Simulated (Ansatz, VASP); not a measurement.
# One calculation of Sb, two programs

```
CELL_PARAMETERS angstrom
2.17105 1.25346 3.86931
-2.17105 1.25346 3.86931
0.00000 -2.50692 3.86931
ATOMIC_POSITIONS crystal
Sb 0.23142 0.23142 0.23142
Sb 0.76858 0.76858 0.76858
```

Alike in both runs: functional r2SCAN; k mesh 12 × 12 × 12; occupations gaussian, width 0.1 eV; no spin polarisation.

Ansatz relaxed the structure, and its values are those at the end. VASP's run is a single point on that final structure, the one shown.

|  | VASP | Ansatz |
| --- | --- | --- |
| version | VASP 6.6.1 | Ansatz 0.2.0 |
| potentials or method | VASP PAW PBE potentials, release 64 (Sb_d_GW), cutoff 550 eV | scalar-relativistic, plane waves, PAW |
| valence electrons in the cell | 30 | 30 |

|  | VASP | Ansatz | Ansatz less VASP |
| --- | --- | --- | --- |
| gap on the k mesh at the Fermi level (eV) | none | none | - |
| pressure (GPa) | -0.1 | 0.0 | +0.08 |
| rms of the force components (eV/Å) | 0.007 | 0.001 | -0.0062 |

VASP's potentials were made for PBE, not for r2SCAN. A gap of «none» marks a metal or a gap that the smearing closes. With one functional, cell and mesh, what is left measures potentials, basis and numerics.

Neither program's run includes spin-orbit coupling.
